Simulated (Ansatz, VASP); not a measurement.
**One calculation of AlGeIr3, two programs**

File INCAR:

```
ALGO = Fast
EDIFF = 1E-6
EDIFFG = -0.01
ENCUT = 600
GGA = PE
IBRION = 2
ISIF = 3
ISMEAR = 0
LASPH = T
LCHARG = F
LREAL = F
LWAVE = F
NELM = 60
NSW = 100
PREC = Accurate
SIGMA = 0.1
```

KPOINTS

```
k-points
0
Gamma
  12 12 8
```

Contents of POSCAR:

```
AlGeIr3
1.0
    4.1841775792      0.0000000000      0.0000000000
   -2.0920887896      3.6236040776      0.0000000000
    0.0000000000      0.0000000000      5.3583887599
Al Ge Ir
1 1 3
Direct
    0.6666666667      0.3333333333      0.0000000000
    0.3333333333      0.6666666667      0.5000000000
    0.0000000000      0.0000000000      0.7650019130
    0.0000000000      0.0000000000      0.2349980870
    0.6666666667      0.3333333333      0.5000000000
```

Input for Ansatz:

```yaml
crystal:
  lattice:
    - [4.1841775792, 0.0, 0.0]
    - [-2.0920887896, 3.6236040776, 0.0]
    - [0.0, 0.0, 5.3583887599]
  atoms:
    - { symbol: Al, position: [0.6666666667, 0.3333333333, 0.0] }
    - { symbol: Ge, position: [0.3333333333, 0.6666666667, 0.5] }
    - { symbol: Ir, position: [0.0, 0.0, 0.765001913] }
    - { symbol: Ir, position: [0.0, 0.0, 0.234998087] }
    - { symbol: Ir, position: [0.6666666667, 0.3333333333, 0.5] }
basis:
  ecutwfc: 420
kpoints:
  mp_grid: { grid: [12, 12, 8] }
hamiltonian:
  xc: pbe
scf:
  occupations: { method: gaussian, width: 0.1 }
output:
  forces: true
  stress: true
  eigenvalues: true
relax:
  adjacent_minimum: "off"
  f_tol: 0.01
  max_steps: 80
  cell: { stress_tol: 0.05 }
```

Change from the starting cell: species swapped into the GaNi3As type (P-6m2, No. 187).

Alike in both runs: task relaxation of cell and atoms; functional PBE; k mesh 12 × 12 × 8; occupations gaussian, width 0.1 eV; no spin polarisation.

```csv
,VASP,Ansatz
version,VASP 6.6.1,Ansatz 0.2.0
potentials or method,"VASP PAW PBE potentials, release 64 (Al, Ge_d, Ir), cutoff 600 eV","scalar-relativistic, plane waves, PAW"
valence electrons in the cell,44,68
```

Ansatz gave:

```
gap on the k mesh at the Fermi level, each at its own relaxed structure (eV) : none
relaxed volume (Å³/atom)                                                     : 16.23
relaxed length of the cell vector where the two differ most in proportion (Å)              : 4.184
```

Task: What did VASP give for the same quantities?

Result: gap on the k mesh at the Fermi level, each at its own relaxed structure (eV): none; relaxed volume (Å³/atom): 16.26; relaxed length of the cell vector where the two differ most in proportion (Å): 4.187.

A gap of «none» marks a metal or a gap that the smearing closes. VASP's potentials hold 44 valence electrons a cell and Ansatz's 68, so a difference there can come from the potentials and not from the codes.

Spin-orbit coupling is off throughout.
